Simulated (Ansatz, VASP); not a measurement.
**One calculation of P, two programs**

```
P
1.0
     4.04023    0.00000    0.00000
     0.00000    4.04023    0.00000
     0.00000    0.00000    4.04023
P
4
Cartesian
  1.5151 1.5151 1.5151
  0.5050 2.5251 3.5352
  2.5251 3.5352 0.5050
  3.5352 0.5050 2.5251
```

Alike in both runs: functional PBE; k mesh 12 × 12 × 12; occupations gaussian, width 0.1 eV; no spin polarisation.

Ansatz relaxed the structure, and its values are those at the end. VASP's run is a single point on that final structure, the one shown.

|  | VASP | Ansatz |
| --- | --- | --- |
| version | VASP 6.6.1 | Ansatz 0.2.0 |
| potentials or method | VASP PAW PBE potentials, release 64 (P), cutoff 520 eV | scalar-relativistic, plane waves, PAW |
| valence electrons in the cell | 20 | 20 |

Ansatz gave:

```
gap on the k mesh at the Fermi level (eV) : none
pressure (GPa)                            : 0.0
```

Question: Estimate VASP's values.

Answer: gap on the k mesh at the Fermi level (eV): none; pressure (GPa): -0.2.

A gap of «none» marks a metal or a gap that the smearing closes.
